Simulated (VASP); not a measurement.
# Al (I4/mmm) in VASP: notebook

Al is run at these levels: LDA; tasks: single point.

Program: VASP 6.6.1. These are calculated values, not measurements. Logs are shortened: lines on timing, memory, paths and dates and some standing lists are left out, and cuts for length are marked.

### 1 The cell of the first run

Symmetry: I4/mmm, No. 139, tetragonal system. Conventional cell: a = 2.934 Å, b = 2.934 Å, c = 3.846 Å, α = 90.00°, β = 90.00°, γ = 90.00°. Within 3.9 Å of Al (site symmetry 4/mmm) lie 14 Al at 2.83 to 3.85 Å.

### 2 Single point, LDA (strain +0.025 along x and y, -0.050 along z)

Input file INCAR:

```
PREC = Accurate
ENCUT = 520
EDIFF = 1E-7
ISMEAR = 0
SIGMA = 0.15
LREAL = False
LASPH = True
NELM = 100
ALGO = Normal
ISIF = 2
LWAVE = False
LCHARG = False
GGA = CA
NBANDS = 8
```

Input file KPOINTS:

```
regular mesh
0
Gamma
  20 20 20
```

Input file POSCAR:

```
Al
1.0
    0.0000000000      2.0745795000      1.9227810000
    2.0745795000      0.0000000000      1.9227810000
    2.0745795000      2.0745795000      0.0000000000
Al
1
Direct
    0.0000000000      0.0000000000      0.0000000000
```

Potentials or basis: VASP PAW LDA potentials, release 64 (Al).

Run with:

```bash
$ cat potpaw_LDA.64/Al/POTCAR > POTCAR
$ mpirun -np 1 vasp_std > vasp.out
```

OUTCAR:

```text
PREC = Accurate
   ENCUT = 520
   EDIFF = 1E-7
   ISMEAR = 0
   LREAL = False
   LASPH = True
   NELM = 100
   ISIF = 2
   GGA = CA

 ion  position               nearest neighbor table
   1  0.000  0.000  0.000-

  LATTYP: Found a body centered tetragonal cell.
 ALAT       =     2.9338984651
 C/A-ratio  =     1.3107345212

  Lattice vectors:

 A1 = (   0.0000000000,  -2.0745795000,  -1.9227810000)
 A2 = (   0.0000000000,   2.0745795000,  -1.9227810000)
 A3 = (   2.0745795000,   0.0000000000,   1.9227810000)

Analysis of symmetry for initial positions (statically):
=====================================================================
 Subroutine PRICEL returns:
 Original cell was already a primitive cell.

 Routine SETGRP: Setting up the symmetry group for a
 body centered tetragonal supercell.

 Subroutine GETGRP returns: Found 16 space group operations
 (whereof 16 operations were pure point group operations)
 out of a pool of 16 trial point group operations.

The static configuration has the point symmetry D_4h.

Analysis of symmetry for dynamics (positions and initial velocities):
=====================================================================
 Subroutine PRICEL returns:
 Original cell was already a primitive cell.

 Routine SETGRP: Setting up the symmetry group for a
 body centered tetragonal supercell.

 Subroutine GETGRP returns: Found 16 space group operations
 (whereof 16 operations were pure point group operations)
 out of a pool of 16 trial point group operations.

The dynamic configuration has the point symmetry D_4h.

 Subroutine INISYM returns: Found 16 space group operations
 (whereof 16 operations are pure point group operations),
 and found     1 'primitive' translations

----------------------------------------------------------------------------------------

                                     Primitive cell

  volume of cell :      16.5508

  direct lattice vectors                    reciprocal lattice vectors
     0.000000000  2.074579500  1.922781000    -0.241012697  0.241012697  0.260040015
     2.074579500  0.000000000  1.922781000     0.241012697 -0.241012697  0.260040015
     2.074579500  2.074579500  0.000000000     0.241012697  0.241012697 -0.260040015

  length of vectors
[... 80 lines left out ...]
   EDIFF  = 0.1E-06   stopping-criterion for ELM
   LREAL  =      F    real-space projection
   EDIFFG = 0.1E-05   stopping-criterion for IOM
   NSW    =      0    number of steps for IOM
   IBRION =     -1    ionic relax: 0-MD 1-quasi-New 2-CG
   NFREE  =      0    steps in history (QN), initial steepest desc. (CG)
   ISIF   =      2    stress and relaxation
   ISYM   =      2    0-nonsym 1-usesym 2-fastsym
   POTIM  = 0.5000    time-step for ionic-motion
   TEBEG  =    0.0;   TEEND  =   0.0 temperature during run
   PSTRESS=    0.0 pullay stress
   NELECT =       3.0000    total number of electrons
   NUPDOWN=      -1.0000    fix difference up-down
   EMIN   =  10.00;   EMAX   =-10.00  energy-range for DOS
   EFERMI =   0.00;   METHOD = LEGACY
   ISMEAR =     0;   SIGMA  =   0.15  broadening in eV -4-tet -1-fermi 0-gaus
   EFERMI_NEDOS =   21; number of points for ismear=-14 and -15
   IALGO  =     38    algorithm
   IMIX   =      4    mixing-type and parameters
     AMIX     =   0.40;   BMIX     =  1.00
     AMIX_MAG =   1.60;   BMIX_MAG =  1.00
  volume/ion in A,a.u.               =      16.55       111.69
  Fermi-wavevector in a.u.,A,eV,Ry     =   0.926493  1.750817 11.679083  0.858388
  Thomas-Fermi vector in A             =   2.052461
   LORBIT       =      0    0 simple, 1 ext, 2 COOP (PROOUT), +10 PAW based schemes
   GGA     = CA    functional components
   LHFCALC =     F    Hartree Fock is set to
   AEXX    =    0.0000 exact exchange contribution
   IVDW    =     0    specifies the selected vdW correction
   LEPSILON=     F    determine dielectric tensor
   LRPA    =     F    only Hartree local field effects (RPA)
 non-spin polarized calculation
 Gauss-broadening in eV      SIGMA  =   0.15
  energy-cutoff  :      520.00
  volume of cell :       16.55
 maximum number of plane-waves:       459
 NGX is ok and might be reduce to    24
   NGX = 11   NGY = 11   NGZ = 11

 number of electron       3.0000000 magnetization

 Free energy of the ion-electron system (eV)
  ---------------------------------------------------
  ext. energy  EPLUGINS =         0.00000000
  ---------------------------------------------------
  free energy    TOTEN  =        -4.17748142 eV

  energy without entropy =       -4.17281631  energy(sigma->0) =       -4.17514887

 E-fermi :   7.7577     XC(G=0): -10.3324

 val. band max:        7.7567460134   @ k =  -0.3000   0.2500   0.0500
 cond. band min:       7.7847308321   @ k =  -0.3000   0.0000   0.2000
 fundamental gap:      0.0279848187
 Fermi energy:         7.7577035467

 k-point     1 :       0.0000    0.0000    0.0000
  band No.  band energies     occupation
      1      -3.3192      2.00000
      2      20.1210      0.00000
      3      20.1210      0.00000
      4      20.9211      0.00000
      5      21.4890      0.00000
      6      21.7257      0.00000
      7      21.7257      0.00000
      8      24.4413      0.00000
[... 243 lines left out ...]
 k-point    24 :      -0.3500    0.0500    0.0000
  band No.  band energies     occupation
      1       0.2790      2.00000
      2       7.3540      1.99986
      3      18.0204      0.00000
      4      18.4012      0.00000
      5      19.0223      0.00000
      6      20.4666      0.00000
      7      22.3355      0.00000
      8      26.9790      0.00000

 [... further k-points ...]

------------------------ aborting loop because EDIFF is reached ----------------------------------------

  FORCE on cell =-STRESS in cart. coord.  units (eV):
  Direction    XX          YY          ZZ          XY          YZ          ZX
  --------------------------------------------------------------------------------------
  -------------------------------------------------------------------------------------
  Total       -0.4290924     -0.4290924     -0.1062357      0.0000000      0.0000000      0.0000000
  in kB      -41.5376069    -41.5376069    -10.2839810      0.0000000      0.0000000      0.0000000
  external PRESSURE =     -31.1197316 kB  Pullay stress =       0.0000000 kB

 VOLUME and BASIS-vectors are now :
 -----------------------------------------------------------------------------
  energy-cutoff  :      520.00
  volume of cell :       16.55
      direct lattice vectors                 reciprocal lattice vectors
     0.000000000  2.074579500  1.922781000    -0.241012697  0.241012697  0.260040015
     2.074579500  0.000000000  1.922781000     0.241012697 -0.241012697  0.260040015
     2.074579500  2.074579500  0.000000000     0.241012697  0.241012697 -0.260040015

 POSITION                                       TOTAL-FORCE (eV/Angst)
 -----------------------------------------------------------------------------------
      0.00000      0.00000      0.00000         0.000000      0.000000      0.000000
 -----------------------------------------------------------------------------------
    total drift:                               -0.000000      0.000000      0.000000

  FREE ENERGIE OF THE ION-ELECTRON SYSTEM (eV)
  ---------------------------------------------------
  free  energy   TOTEN  =        -4.1774814219 eV

  energy  without entropy=       -4.1728163122  energy(sigma->0) =       -4.17514887
```

OSZICAR:

```text
N       E                     dE             d eps       ncg     rms          rms(c)
DAV:   1    -0.276249588659E+01   -0.27625E+01   -0.90413E+02 10352   0.208E+02
DAV:   2    -0.419886897675E+01   -0.14364E+01   -0.13789E+01 14336   0.188E+01
DAV:   3    -0.420602213837E+01   -0.71532E-02   -0.71474E-02 12840   0.146E+00
DAV:   4    -0.420603495942E+01   -0.12821E-04   -0.12822E-04 15984   0.573E-02
DAV:   5    -0.420603498686E+01   -0.27437E-07   -0.26726E-07 13104   0.144E-03    0.135E+00
DAV:   6    -0.418866779693E+01    0.17367E-01   -0.27113E-03 13264   0.204E-01    0.758E-01
DAV:   7    -0.417750495012E+01    0.11163E-01   -0.67410E-03 12896   0.316E-01    0.158E-01
DAV:   8    -0.417748160754E+01    0.23343E-04   -0.20355E-05 15232   0.298E-02    0.139E-02
DAV:   9    -0.417748143882E+01    0.16872E-06   -0.12419E-07 14472   0.166E-03    0.880E-04
DAV:  10    -0.417748142190E+01    0.16917E-07   -0.39252E-09 13112   0.368E-04
   1 F= -.41774814E+01 E0= -.41751489E+01  d E =-.466511E-02
```

Run time: 58 s. Hardware: 1 thread of Intel Xeon 8259CL, shared host; peak memory 0.18 GiB.

Results:

```
Free energy            : -4.1775 eV
Pressure               : -3.1 GPa
Band gap on the k mesh : zero (an odd number of electrons rules out a gap without spin polarisation)
```

Caveat: the cell differs from its parent crystal (strain +0.025 along x and y, -0.050 along z); the cell stands under tension.

### 3 Single point, LDA (strain +0.025 along x and y, -0.025 along z)

Input file INCAR:

```
PREC = Accurate
ENCUT = 520
EDIFF = 1E-6
ISMEAR = 0
SIGMA = 0.15
LREAL = F
LASPH = T
NELM = 80
ALGO = Normal
ISIF = 2
LWAVE = F
LCHARG = T
GGA = CA
LELF = T
LVHAR = T
NBANDS = 8
```

Input file KPOINTS:

```
Automatic mesh
0
Gamma
  20 20 20
```

Input file POSCAR:

```
Al
1.0
    0.0000000000      2.0745795000      1.9733805000
    2.0745795000      0.0000000000      1.9733805000
    2.0745795000      2.0745795000      0.0000000000
Al
1
Direct
    0.0000000000      0.0000000000      0.0000000000
```

Potentials or basis: VASP PAW LDA potentials, release 64 (Al).

Run with:

```bash
$ cat potpaw_LDA.64/Al/POTCAR > POTCAR
$ mpirun -np 1 vasp_std > vasp.out
```

OUTCAR:

```text
PREC = Accurate
   ENCUT = 520
   EDIFF = 1E-6
   ISMEAR = 0
   LREAL = F
   LASPH = T
   NELM = 80
   ISIF = 2
   GGA = CA

 ion  position               nearest neighbor table
   1  0.000  0.000  0.000-

  LATTYP: Found a body centered tetragonal cell.
 ALAT       =     2.9338984651
 C/A-ratio  =     1.3452275349

  Lattice vectors:

 A1 = (   0.0000000000,  -2.0745795000,  -1.9733805000)
 A2 = (   0.0000000000,   2.0745795000,  -1.9733805000)
 A3 = (   2.0745795000,   0.0000000000,   1.9733805000)

Analysis of symmetry for initial positions (statically):
=====================================================================
 Subroutine PRICEL returns:
 Original cell was already a primitive cell.

 Routine SETGRP: Setting up the symmetry group for a
 body centered tetragonal supercell.

 Subroutine GETGRP returns: Found 16 space group operations
 (whereof 16 operations were pure point group operations)
 out of a pool of 16 trial point group operations.

The static configuration has the point symmetry D_4h.

Analysis of symmetry for dynamics (positions and initial velocities):
=====================================================================
 Subroutine PRICEL returns:
 Original cell was already a primitive cell.

 Routine SETGRP: Setting up the symmetry group for a
 body centered tetragonal supercell.

 Subroutine GETGRP returns: Found 16 space group operations
 (whereof 16 operations were pure point group operations)
 out of a pool of 16 trial point group operations.

The dynamic configuration has the point symmetry D_4h.

 Subroutine INISYM returns: Found 16 space group operations
 (whereof 16 operations are pure point group operations),
 and found     1 'primitive' translations

----------------------------------------------------------------------------------------

                                     Primitive cell

  volume of cell :      16.9864

[... 108 lines left out ...]
  Fermi-wavevector in a.u.,A,eV,Ry     =   0.918505  1.735723 11.478578  0.843652
  Thomas-Fermi vector in A             =   2.043594
   LORBIT       =      0    0 simple, 1 ext, 2 COOP (PROOUT), +10 PAW based schemes
   GGA     = CA    functional components
   LHFCALC =     F    Hartree Fock is set to
   AEXX    =    0.0000 exact exchange contribution
   IVDW    =     0    specifies the selected vdW correction
   LEPSILON=     F    determine dielectric tensor
   LRPA    =     F    only Hartree local field effects (RPA)
 non-spin polarized calculation
 Gauss-broadening in eV      SIGMA  =   0.15
  energy-cutoff  :      520.00
  volume of cell :       16.99
 maximum number of plane-waves:       479
 NGX is ok and might be reduce to    24
   NGX = 11   NGY = 11   NGZ = 11

 number of electron       3.0000000 magnetization

 Free energy of the ion-electron system (eV)
  ---------------------------------------------------
  ext. energy  EPLUGINS =         0.00000000
  ---------------------------------------------------
  free energy    TOTEN  =        -4.17144099 eV

  energy without entropy =       -4.16735766  energy(sigma->0) =       -4.16939932

 E-fermi :   7.5042     XC(G=0): -10.2369

 val. band max:        7.5005697797   @ k =   0.4000   0.1000   0.0500
 cond. band min:       7.5159083707   @ k =   0.5000   0.3000   0.0000
 fundamental gap:      0.0153385910
 Fermi energy:         7.5042338330

 k-point     1 :       0.0000    0.0000    0.0000
  band No.  band energies     occupation
      1      -3.4084      2.00000
      2      19.7646      0.00000
      3      19.7646      0.00000
      4      20.2897      0.00000
      5      20.9238      0.00000
      6      21.0732      0.00000
      7      21.0732      0.00000
      8      23.9353      0.00000
[... 243 lines left out ...]
 k-point    24 :      -0.3500    0.0500    0.0000
  band No.  band energies     occupation
      1       0.1464      2.00000
      2       7.0386      1.99999
      3      17.2197      0.00000
      4      18.2269      0.00000
      5      18.8293      0.00000
      6      20.2009      0.00000
      7      21.8856      0.00000
      8      25.7323      0.00000

 [... further k-points ...]

------------------------ aborting loop because EDIFF is reached ----------------------------------------

  FORCE on cell =-STRESS in cart. coord.  units (eV):
  Direction    XX          YY          ZZ          XY          YZ          ZX
  --------------------------------------------------------------------------------------
  -------------------------------------------------------------------------------------
  Total       -0.6019376     -0.6019376     -0.3773263      0.0000000      0.0000000      0.0000000
  in kB      -56.7755137    -56.7755137    -35.5898952      0.0000000      0.0000000      0.0000000
  external PRESSURE =     -49.7136409 kB  Pullay stress =       0.0000000 kB

 VOLUME and BASIS-vectors are now :
 -----------------------------------------------------------------------------
  energy-cutoff  :      520.00
  volume of cell :       16.99
      direct lattice vectors                 reciprocal lattice vectors
     0.000000000  2.074579500  1.973380500    -0.241012697  0.241012697  0.253372322
     2.074579500  0.000000000  1.973380500     0.241012697 -0.241012697  0.253372322
     2.074579500  2.074579500  0.000000000     0.241012697  0.241012697 -0.253372322

 POSITION                                       TOTAL-FORCE (eV/Angst)
 -----------------------------------------------------------------------------------
      0.00000      0.00000      0.00000         0.000000      0.000000      0.000000
 -----------------------------------------------------------------------------------
    total drift:                               -0.000000      0.000000      0.000000

  FREE ENERGIE OF THE ION-ELECTRON SYSTEM (eV)
  ---------------------------------------------------
  free  energy   TOTEN  =        -4.1714409900 eV

  energy  without entropy=       -4.1673576593  energy(sigma->0) =       -4.16939932
```

OSZICAR:

```text
N       E                     dE             d eps       ncg     rms          rms(c)
DAV:   1    -0.280841928553E+01   -0.28084E+01   -0.86275E+02 10352   0.205E+02
DAV:   2    -0.419281301731E+01   -0.13844E+01   -0.13494E+01 14416   0.186E+01
DAV:   3    -0.419971087113E+01   -0.68979E-02   -0.68944E-02 12976   0.142E+00
DAV:   4    -0.419972332186E+01   -0.12451E-04   -0.12451E-04 16176   0.564E-02
DAV:   5    -0.419972334165E+01   -0.19794E-07   -0.19194E-07 13136   0.115E-03    0.130E+00
DAV:   6    -0.418249920978E+01    0.17224E-01   -0.28959E-03 13504   0.210E-01    0.736E-01
DAV:   7    -0.417146482961E+01    0.11034E-01   -0.71667E-03 12976   0.325E-01    0.153E-01
DAV:   8    -0.417144115974E+01    0.23670E-04   -0.20312E-05 15280   0.302E-02    0.142E-02
DAV:   9    -0.417144099003E+01    0.16971E-06   -0.12869E-07 14176   0.166E-03
   1 F= -.41714410E+01 E0= -.41693993E+01  d E =-.408333E-02
```

stdout:

```text
POSCAR found type information on POSCAR Al
 POSCAR found :  1 types and       1 ions
 scaLAPACK will be used
 LDA part: xc-table for (Slater(with rela. corr.)+CA(PZ))
 , standard interpolation
 POSCAR, INCAR and KPOINTS ok, starting setup
 FFT: planning ... GRIDC
 FFT: planning ... GRID_SOFT
 FFT: planning ... GRID
 WAVECAR not read
 entering main loop
```

Wall time 68 s (1 thread of Intel Xeon 8259CL, shared host); peak memory 0.18 GiB.

Results:

```
Free energy            : -4.1714 eV
Pressure               : -5.0 GPa
Band gap on the k mesh : zero (an odd number of electrons rules out a gap without spin polarisation)
```

Caveat: the cell differs from its parent crystal (strain +0.025 along x and y, -0.025 along z); the cell stands under tension.

(Part 1 of 2 ends here.)
